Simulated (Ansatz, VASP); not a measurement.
Mn: VASP beside Ansatz

```
Mn
1.0
     0.00000    2.52979    2.52979
     2.52979    0.00000    2.52979
     2.52979    2.52979    0.00000
Mn
2
Direct
  0.12500 0.12500 0.12500
  0.87500 0.87500 0.87500
```

Alike in both runs: task single point; functional BLYP; k mesh 12 × 12 × 12; occupations fermi-dirac, width 0.05 eV; collinear spin.

|  | VASP | Ansatz |
| --- | --- | --- |
| version | VASP 6.6.1 | Ansatz 0.2.0 |
| potentials or method | VASP PAW PBE potentials, release 64 (Mn_pv), cutoff 520 eV | plane waves (420 eV) with PAW, scalar-relativistic |
| valence electrons in the cell | 26 | 30 |

```tsv
	VASP	Ansatz	Ansatz less VASP
pressure (GPa)	5.9	5.4	-0.52
net moment per atom (μB)	0.00	0.00	0.000
size of the moment on the site where the two differ most (μB)	1.82	1.67	-0.143
```

VASP's potentials were made for PBE, not for BLYP. Site moments also hang on the region over which each program counts them. The functional is the same, so the differences come from potentials, cutoffs and numerics. VASP's potentials hold 26 valence electrons a cell and Ansatz's 30, so a difference there can come from the potentials and not from the codes.
